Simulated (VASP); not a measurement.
The system is MgO (Periclase).

```xyz
2
Lattice="2.9819 0.0000 0.0000 1.4909 2.5824 0.0000 1.4909 0.8608 2.4347" Properties=species:S:1:pos:R:3 pbc="T T T"
Mg    0.0000    0.0000    0.0000
O     2.9819    1.7216    1.2173
```

Base run:

| Property | Result |
| --- | --- |
| Program | VASP 6.6.1 |
| Functional | PBE |
| Potentials or basis | VASP PAW PBE potentials, release 64 (Mg, O) |
| Cutoff | 600 eV |
| k mesh | 8 × 8 × 8 |
| Occupations | fermi-dirac, width 0.02 eV |
| Spin | no spin polarisation |

Its results: band gap on the k mesh 4.69 eV, direct; pressure 3.1 GPa.

Q: After a change of settings the same cell gave: band gap on the k mesh 4.62 eV, direct; pressure -8.5 GPa. Which change was it?
A. functional from PBE to r2SCAN; cutoff from 600 eV to 660 eV
B. functional from PBE to PBEsol
C. functional from PBE to BLYP
D. functional from PBE to LDA; potentials or basis from VASP PAW PBE potentials, release 64 (Mg, O) to VASP PAW LDA potentials, release 64 (Mg, O)

A: D.
